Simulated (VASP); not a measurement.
# Ta2N (P-31m) in VASP: single point with r2SCAN

Aim: the single point of Ta2N with r2SCAN.

All numbers are computed with VASP 6.6.1; they aren't measurements. Logs are shortened: lines on timing, memory, paths and dates and some standing lists are left out, and cuts for length are marked.

### Step 1. The cell of the first run

It takes space group P-31m (No. 162, trigonal). Conventional cell: a = 5.121 Å, b = 5.121 Å, c = 4.789 Å, α = 90.00°, β = 90.00°, γ = 120.00°. Ta (site symmetry m) has 3 N at 2.08 to 2.10 Å within 2.7 Å. Within 2.8 Å of N (site symmetry 32) lie 6 Ta at 2.10 Å. Within 2.7 Å of N (site symmetry -3m) lie 6 Ta at 2.08 Å.

### Step 2. Single point, r2SCAN (12.09 Å³/atom)

The input, POSCAR:

```
Ta2N
1.0
    5.1212098667      0.0000000000      0.0000000000
   -2.5606049334      4.4350978427      0.0000000000
    0.0000000000      0.0000000000      4.7888856564
Ta N
6 3
Direct
    0.6660145592      0.6660145592      0.7543391502
    0.0000000000      0.3339854408      0.7543391502
    0.3339854408      0.0000000000      0.7543391502
    0.3339854408      0.3339854408      0.2456608498
    0.0000000000      0.6660145592      0.2456608498
    0.6660145592      0.0000000000      0.2456608498
    0.6666666667      0.3333333333      0.5000000000
    0.3333333333      0.6666666667      0.5000000000
    0.0000000000      0.0000000000      0.0000000000
```

The input, INCAR.step1:

```
SYSTEM = Ta2N
PREC     = Accurate       ! precision mode
ENCUT    = 520            ! plane-wave cutoff, eV
ISMEAR   = 0              ! smearing method
SIGMA    = 0.1            ! smearing width, eV
LREAL    = .False.        ! projectors in reciprocal space
LASPH    = .True.         ! aspherical terms in the spheres
NELM     = 100            ! most SCF steps
NBANDS   = 50             ! bands
GGA      = PE             ! functional
ALGO     = Normal         ! electronic algorithm
EDIFF    = 1E-4           ! SCF threshold, eV
LWAVE    = .True.         ! write WAVECAR
LCHARG   = .False.        ! write CHGCAR
KPAR     = 4
```

The input, INCAR.step2:

```
SYSTEM = Ta2N
PREC     = Accurate       ! precision mode
ENCUT    = 520            ! plane-wave cutoff, eV
EDIFF    = 1E-6           ! SCF threshold, eV
ISMEAR   = 0              ! smearing method
SIGMA    = 0.1            ! smearing width, eV
LREAL    = .False.        ! projectors in reciprocal space
LASPH    = .True.         ! aspherical terms in the spheres
NELM     = 100            ! most SCF steps
ALGO     = Normal         ! electronic algorithm
ISIF     = 2              ! what is computed and relaxed
LWAVE    = .False.        ! write WAVECAR
LCHARG   = .False.        ! write CHGCAR
METAGGA  = R2SCAN         ! meta-GGA
LMIXTAU  = .True.       
NBANDS   = 50             ! bands
ISTART   = 1            
KPAR     = 4
```

The input, KPOINTS:

```
Automatic mesh
0
Gamma
  12 12 8
  0 0 0
```

Potentials or basis: VASP PAW PBE potentials, release 64 (Ta_pv, N).

The run is started by

```sh
$ cat potpaw_PBE.64/Ta_pv/POTCAR potpaw_PBE.64/N/POTCAR > POTCAR
$ cp INCAR.step1 INCAR
$ mpirun -np 4 vasp_std > vasp.out
$ cp INCAR.step2 INCAR
$ mpirun -np 4 vasp_std > vasp.out
```

OUTCAR:

```text
SYSTEM = Ta2N
   PREC = Accurate
   ENCUT = 520
   EDIFF = 1E-6
   ISMEAR = 0
   LREAL = .False.
   LASPH = .True.
   NELM = 100
   ISIF = 2
   METAGGA = R2SCAN
   ISTART = 1

 ion  position               nearest neighbor table
   1  0.666  0.666  0.754-   9 2.08   8 2.10   7 2.10   4 2.90   5 2.91   6 2.91   2 2.95   3 2.95
                             2 2.95   3 2.95   3 2.96   2 2.96   4 2.97   5 2.98   6 2.98
   2  0.000  0.334  0.754-   9 2.08   7 2.10   8 2.10   5 2.90   6 2.91   4 2.91   3 2.95   1 2.95
                             3 2.95   1 2.95   1 2.96   3 2.96   5 2.97   6 2.98   4 2.98
   3  0.334  0.000  0.754-   9 2.08   8 2.10   7 2.10   6 2.90   5 2.91   4 2.91   2 2.95   2 2.95
                             1 2.95   1 2.95   1 2.96   2 2.96   6 2.97   5 2.98   4 2.98
   4  0.334  0.334  0.246-   9 2.08   7 2.10   8 2.10   1 2.90   2 2.91   3 2.91   5 2.95   6 2.95
                             5 2.95   6 2.95   6 2.96   5 2.96   1 2.97   2 2.98   3 2.98
   5  0.000  0.666  0.246-   9 2.08   8 2.10   7 2.10   2 2.90   3 2.91   1 2.91   6 2.95   4 2.95
                             6 2.95   4 2.95   4 2.96   6 2.96   2 2.97   3 2.98   1 2.98
   6  0.666  0.000  0.246-   9 2.08   7 2.10   8 2.10   3 2.90   2 2.91   1 2.91   5 2.95   5 2.95
                             4 2.95   4 2.95   4 2.96   5 2.96   3 2.97   2 2.98   1 2.98
   7  0.667  0.333  0.500-   2 2.10   6 2.10   5 2.10   3 2.10   4 2.10   1 2.10
   8  0.333  0.667  0.500-   5 2.10   3 2.10   2 2.10   6 2.10   1 2.10   4 2.10
   9  0.000  0.000  0.000-   1 2.08   4 2.08   3 2.08   6 2.08   5 2.08   2 2.08

  LATTYP: Found a hexagonal cell.
 ALAT       =     5.1212098667
 C/A-ratio  =     0.9351082617

  Lattice vectors:

 A1 = (   5.1212098667,   0.0000000000,   0.0000000000)
 A2 = (  -2.5606049334,   4.4350978427,   0.0000000000)
 A3 = (   0.0000000000,   0.0000000000,   4.7888856564)

Analysis of symmetry for initial positions (statically):
=====================================================================
 Subroutine PRICEL returns:
 Original cell was already a primitive cell.

 Routine SETGRP: Setting up the symmetry group for a
 hexagonal supercell.

 Subroutine GETGRP returns: Found 12 space group operations
 (whereof 12 operations were pure point group operations)
 out of a pool of 24 trial point group operations.

The static configuration has the point symmetry D_3d.

Analysis of symmetry for dynamics (positions and initial velocities):
=====================================================================
 Subroutine PRICEL returns:
 Original cell was already a primitive cell.

 Routine SETGRP: Setting up the symmetry group for a
 hexagonal supercell.

 Subroutine GETGRP returns: Found 12 space group operations
 (whereof 12 operations were pure point group operations)
 out of a pool of 24 trial point group operations.

The dynamic configuration has the point symmetry D_3d.

 Subroutine INISYM returns: Found 12 space group operations
 (whereof 12 operations are pure point group operations),
 and found     1 'primitive' translations

----------------------------------------------------------------------------------------

                                     Primitive cell

  volume of cell :     108.7703

  direct lattice vectors                    reciprocal lattice vectors
     5.121209867  0.000000000  0.000000000     0.195266358  0.112737084  0.000000000
    -2.560604933  4.435097843  0.000000000     0.000000000  0.225474169  0.000000000
     0.000000000  0.000000000  4.788885656     0.000000000  0.000000000  0.208816846

  length of vectors
     5.121209867  5.121209867  4.788885656     0.225474169  0.225474169  0.208816846

  position of ions in fractional coordinates (direct lattice)
     0.666014559  0.666014559  0.754339150
     0.000000000  0.333985441  0.754339150
     0.333985441  0.000000000  0.754339150
     0.333985441  0.333985441  0.245660850
     0.000000000  0.666014559  0.245660850
     0.666014559  0.000000000  0.245660850
     0.666666667  0.333333333  0.500000000
     0.333333333  0.666666667  0.500000000
     0.000000000  0.000000000  0.000000000

  ion indices of the primitive-cell ions
   primitive index   ion index
                 1           1
                 2           2
                 3           3
                 4           4
                 5           5
                 6           6
                 7           7
                 8           8
                 9           9

----------------------------------------------------------------------------------------

 KPOINTS: Automatic mesh

Automatic generation of k-mesh.
 Grid dimensions read from file:
 generate k-points for:   12   12    8

 Generating k-lattice:

  Cartesian coordinates                     Fractional coordinates (reciprocal lattice)
     0.016272197  0.009394757  0.000000000     0.083333333  0.000000000  0.000000000
     0.000000000  0.018789514  0.000000000     0.000000000  0.083333333  0.000000000
     0.000000000  0.000000000  0.026102106     0.000000000  0.000000000  0.125000000

  Length of vectors
     0.018789514  0.018789514  0.026102106

  Shift w.r.t. Gamma in fractional coordinates (k-lattice)
     0.000000000  0.000000000  0.000000000

 Subroutine IBZKPT returns following result:
 ===========================================

 Found    131 irreducible k-points:

 Following reciprocal coordinates:
            Coordinates               Weight
  0.000000  0.000000  0.000000      1.000000
  0.083333  0.000000  0.000000      6.000000
  0.166667  0.000000  0.000000      6.000000
  0.250000  0.000000  0.000000      6.000000
  0.333333  0.000000  0.000000      6.000000
  0.416667  0.000000  0.000000      6.000000
[... 16 lines left out ...]
  0.250000  0.000000  0.125000     12.000000
  0.333333  0.000000  0.125000     12.000000
 [... further k-points ...]
   k-points           NKPTS =    131   k-points in BZ     NKDIM =    131   number of bands    NBANDS=     50
   number of dos      NEDOS =    301   number of ions     NIONS =      9
   total plane-waves  NPLWV =  57600
   dimension x,y,z NGX =    40 NGY =   40 NGZ =   36
   dimension x,y,z NGXF=    80 NGYF=   80 NGZF=   72
   ions per type =               6   3
   NGX,Y,Z   is equivalent  to a cutoff of  12.98, 12.98, 12.50 a.u.
   NGXF,Y,Z  is equivalent  to a cutoff of  25.97, 25.97, 24.99 a.u.
 SYSTEM =  Ta2N
   PREC   = accura    normal or accurate (medium, high low for compatibility)
   ISTART =      1    job   : 0-new  1-cont  2-samecut
   ICHARG =      0    charge: 1-file 2-atom 10-const
   ISPIN  =      1    spin polarized calculation?
   LNONCOLLINEAR =      F non collinear calculations
   LSORBIT =      F    spin-orbit coupling
   LASPH  =      T    aspherical Exc in radial PAW
   ENCUT  =  520.0 eV  38.22 Ry    6.18 a.u.   9.52  9.52  8.90*2*pi/ulx,y,z
   NELM   =    100;   NELMIN=  2; NELMDL=  0     # of ELM steps
   EDIFF  = 0.1E-05   stopping-criterion for ELM
   LREAL  =      F    real-space projection
   EDIFFG = 0.1E-04   stopping-criterion for IOM
   NSW    =      0    number of steps for IOM
   IBRION =     -1    ionic relax: 0-MD 1-quasi-New 2-CG
   NFREE  =      0    steps in history (QN), initial steepest desc. (CG)
   ISIF   =      2    stress and relaxation
   ISYM   =      2    0-nonsym 1-usesym 2-fastsym
   POTIM  = 0.5000    time-step for ionic-motion
   TEBEG  =    0.0;   TEEND  =   0.0 temperature during run
   PSTRESS=    0.0 pullay stress
   NELECT =      81.0000    total number of electrons
   NUPDOWN=      -1.0000    fix difference up-down
   EMIN   =  10.00;   EMAX   =-10.00  energy-range for DOS
   EFERMI =   0.00;   METHOD = LEGACY
   ISMEAR =     0;   SIGMA  =   0.10  broadening in eV -4-tet -1-fermi 0-gaus
   EFERMI_NEDOS =   21; number of points for ismear=-14 and -15
   IALGO  =     38    algorithm
   IMIX   =      4    mixing-type and parameters
     AMIX     =   0.40;   BMIX     =  1.00
     AMIX_MAG =   1.60;   BMIX_MAG =  1.00
  volume/ion in A,a.u.               =      12.09        81.56
  Fermi-wavevector in a.u.,A,eV,Ry     =   1.483883  2.804133 29.958801  2.201910
  Thomas-Fermi vector in A             =   2.597489
   LORBIT       =      0    0 simple, 1 ext, 2 COOP (PROOUT), +10 PAW based schemes
   METAGGA = R2SCAN    functional components
   LHFCALC =     F    Hartree Fock is set to
   AEXX    =    0.0000 exact exchange contribution
   IVDW    =     0    specifies the selected vdW correction
   LEPSILON=     F    determine dielectric tensor
   LRPA    =     F    only Hartree local field effects (RPA)
 non-spin polarized calculation
 Gauss-broadening in eV      SIGMA  =   0.10
  energy-cutoff  :      520.00
  volume of cell :      108.77
 maximum number of plane-waves:      2970
 NGX is ok and might be reduce to    40
   NGX = 19   NGY = 19   NGZ = 17

 number of electron      81.0000004 magnetization

 Free energy of the ion-electron system (eV)
  ---------------------------------------------------
  ext. energy  EPLUGINS =         0.00000000
  ---------------------------------------------------
  free energy    TOTEN  =      -327.00295062 eV

  energy without entropy =     -326.99150326  energy(sigma->0) =     -326.99722694

 E-fermi :   8.4337     XC(G=0): -14.6563

 val. band max:        8.4315647078   @ k =   0.3333   0.2500   0.3750
 cond. band min:       8.4377627925   @ k =   0.2500   0.0000   0.0000
 fundamental gap:      0.0061980847
 Fermi energy:         8.4336605869

 k-point     1 :       0.0000    0.0000    0.0000
  band No.  band energies     occupation
      1     -28.7701      2.00000
      2     -28.2579      2.00000
      3     -27.9878      2.00000
      4     -27.9878      2.00000
      5     -27.9732      2.00000
      6     -27.9439      2.00000
[... 42 lines left out ...]
     49      12.2292      0.00000
     50      12.5927      0.00000

 k-point     2 :       0.0833    0.0000    0.0000
  band No.  band energies     occupation
      1     -28.7606      2.00000
      2     -28.2684      2.00000
      3     -28.0412      2.00000
      4     -28.0214      2.00000
      5     -27.9598      2.00000
      6     -27.9336      2.00000
[... 42 lines left out ...]
     49      12.2032      0.00000
     50      12.3142      0.00000

 k-point     3 :       0.1667    0.0000    0.0000
  band No.  band energies     occupation
      1     -28.7325      2.00000
      2     -28.2919      2.00000
      3     -28.0784      2.00000
      4     -28.0675      2.00000
      5     -28.0034      2.00000
      6     -27.9004      2.00000
[... 1102 lines left out ...]
     49      11.9705      0.00000
     50      12.2870      0.00000

 k-point    24 :       0.3333    0.0000    0.1250
  band No.  band energies     occupation
      1     -28.6224      2.00000
      2     -28.3580      2.00000
      3     -28.1665      2.00000
      4     -28.1151      2.00000
      5     -27.9920      2.00000
      6     -27.9433      2.00000
[... 42 lines left out ...]
     49      11.9659      0.00000
     50      12.5076      0.00000

 [... further k-points ...]

------------------------ aborting loop because EDIFF is reached ----------------------------------------

  FORCE on cell =-STRESS in cart. coord.  units (eV):
  Direction    XX          YY          ZZ          XY          YZ          ZX
  --------------------------------------------------------------------------------------
  -------------------------------------------------------------------------------------
  Total       24.7219330     24.7219330     24.6605178     -0.0000000      0.0000000      0.0000000
  in kB      364.1520520    364.1520520    363.2474110     -0.0000000      0.0000000      0.0000000
  external PRESSURE =     363.8505050 kB  Pullay stress =       0.0000000 kB

 VOLUME and BASIS-vectors are now :
 -----------------------------------------------------------------------------
  energy-cutoff  :      520.00
  volume of cell :      108.77
      direct lattice vectors                 reciprocal lattice vectors
     5.121209867  0.000000000  0.000000000     0.195266358  0.112737084  0.000000000
    -2.560604933  4.435097843  0.000000000     0.000000000  0.225474169  0.000000000
     0.000000000  0.000000000  4.788885656     0.000000000  0.000000000  0.208816846

 POSITION                                       TOTAL-FORCE (eV/Angst)
 -----------------------------------------------------------------------------------
      1.70540      2.95384      3.61244        -0.004318     -0.007480      0.031452
     -0.85520      1.48126      3.61244        -0.004318      0.007480      0.031452
      1.71041      0.00000      3.61244         0.008637      0.000000      0.031452
      0.85520      1.48126      1.17644         0.004318      0.007480     -0.031452
     -1.70540      2.95384      1.17644         0.004318     -0.007480     -0.031452
      3.41080      0.00000      1.17644        -0.008637      0.000000     -0.031452
      2.56060      1.47837      2.39444         0.000000      0.000000      0.000000
     -0.00000      2.95673      2.39444        -0.000000      0.000000      0.000000
      0.00000      0.00000      0.00000         0.000000      0.000000      0.000000
 -----------------------------------------------------------------------------------
    total drift:                               -0.000000     -0.000000     -0.000000

  FREE ENERGIE OF THE ION-ELECTRON SYSTEM (eV)
  ---------------------------------------------------
  free  energy   TOTEN  =      -327.0029506204 eV

  energy  without entropy=     -326.9915032593  energy(sigma->0) =     -326.99722694
```

Wall time 10 min (4 MPI ranks of Intel Xeon Platinum 8259CL at 2.50GHz (Skylake/Cascade Lake), shared host); peak memory 0.62 GiB.

Results:

```
Free energy            : -327.0030 eV
Pressure               : 36.4 GPa
Largest force          : 0.033 eV/Å
Band gap on the k mesh : zero (an odd number of electrons rules out a gap without spin polarisation)
```

Forces on the atoms (eV/Å):
```
Ta  -0.004 -0.007  0.031
Ta  -0.004  0.007  0.031
Ta   0.009  0.000  0.031
Ta   0.004  0.007 -0.031
Ta   0.004 -0.007 -0.031
Ta  -0.009  0.000 -0.031
N    0.000  0.000  0.000
N    0.000  0.000  0.000
N    0.000  0.000  0.000
```

Levels at points of the mesh, in eV from the Fermi level:
```
           k point  band 39  band 40  band 41  band 42  band 43  band 44
(0.00, 0.00, 0.00)    -0.64    -0.64    -0.55    -0.10    -0.10     0.89
(0.50, 0.00, 0.00)    -1.63     0.41     0.68     1.10     1.13     2.15
(0.00, 0.00, 0.50)    -1.64    -1.64    -1.08     0.75     0.75     1.04
(0.50, 0.00, 0.50)    -1.40    -1.01    -0.07     0.22     0.23     0.62
```

Caveat: the cell stands under pressure; the PAW data sets were made with another functional, which shifts forces and pressure a little; spin-orbit coupling is left out, which moves the levels of the heavy elements.
